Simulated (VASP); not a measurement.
## Li5Mg: relaxation of volume and atoms at fixed shape with LDA

Li5Mg:

```
Li Mg
1.0
     3.06219    0.00000    0.00000
    -1.53109    2.65193    0.00000
     0.00000    0.00000   15.32283
Li Mg
5 1
Direct
  0.66667 0.33333 0.16976
  0.00000 0.00000 0.33337
  0.66667 0.33333 0.50000
  0.00000 0.00000 0.66663
  0.66667 0.33333 0.83024
  0.00000 0.00000 0.00000
```

```
Program                : VASP 6.6.1
Task                   : relaxation of volume and atoms at fixed shape
Functional             : LDA
Potentials or basis    : VASP PAW LDA potentials, release 64 (Li_sv, Mg)
Cutoff                 : 600 eV
k mesh                 : 16 × 16 × 3
Occupations            : fermi-dirac, width 0.1 eV
Spin                   : no spin polarisation
Dipole correction      : no
Further INCAR settings : ALGO = Normal; EDIFF = 1e-06; IBRION = 2; EDIFFG = -0.01; NSW = 80; ISIF = 8
```

```yaml
Relaxed_volume: 19.31 Å³/atom
Relaxed_cell: a = 2.990 Å, b = 2.990 Å, c = 14.964 Å, α = 90.00°, β = 90.00°, γ = 120.00°
Space_group_after_relaxing_to_0.05_Å: P-6m2 (No. 187)
Energy_gained_by_relaxing: 6.2 meV/atom
Ionic_steps: 9
Pressure_after_relaxing: 0.0 GPa
Largest_force_after_relaxing: 0.007 eV/Å
```

Forces on the atoms (eV/Å):
```
Li   0.000  0.000 -0.002
Li   0.000  0.000 -0.007
Li   0.000  0.000  0.000
Li   0.000  0.000  0.007
Li   0.000  0.000  0.002
Mg   0.000  0.000  0.000
```

Stress tensor (GPa, compression positive):
```
 0.23  0.00  0.00
 0.00  0.23  0.00
 0.00  0.00 -0.52
```

Step by step:
```tsv
step	energy change (eV)	largest force (eV/Å)	pressure (GPa)	volume (Å³)
1	0.0000	0.0755	-1.22	124.43
2	-0.0191	0.0622	-0.87	121.61
3	-0.0357	0.0384	-0.21	117.02
4	-0.0368	0.0298	0.03	115.55
5	-0.0367	0.0310	-0.01	115.72
6	-0.0369	0.0266	-0.01	115.75
7	-0.0371	0.0144	-0.01	115.82
8	-0.0371	0.0132	-0.02	115.96
9	-0.0372	0.0069	-0.02	115.89
```

Final structure:
```xyz
6
Lattice="2.9904 0.0000 0.0000 -1.4952 2.5898 0.0000 0.0000 0.0000 14.9636" Properties=species:S:1:pos:R:3 pbc="T T T"
Li    1.4952    0.8633    2.5146
Li    0.0000    0.0000    4.9957
Li    1.4952    0.8633    7.4818
Li    0.0000    0.0000    9.9680
Li    1.4952    0.8633   12.4490
Mg    0.0000    0.0000    0.0000
```

Levels at points of the mesh, in eV from the Fermi level:
```tsv
k point	band 5	band 6	band 7	band 8	band 9	band 10	band 11	band 12
(0.00, 0.00, 0.00)	-45.46	-5.83	-3.35	-3.21	-2.03	-1.96	-0.38	2.14
(0.50, 0.00, 0.00)	-45.44	-0.94	-0.49	0.17	0.21	0.89	1.05	2.35
```

It took 5.2 min on 1 thread of Intel(R) Xeon(R) Platinum 8375C CPU @ 2.90GHz (Ice Lake), with other jobs on the host, peak memory 0.29 GiB.

Caveat: the cutoff is under 1.25 times the usual one of these potentials, so pressure, stress and relaxed cells hold a basis-set (Pulay) error.
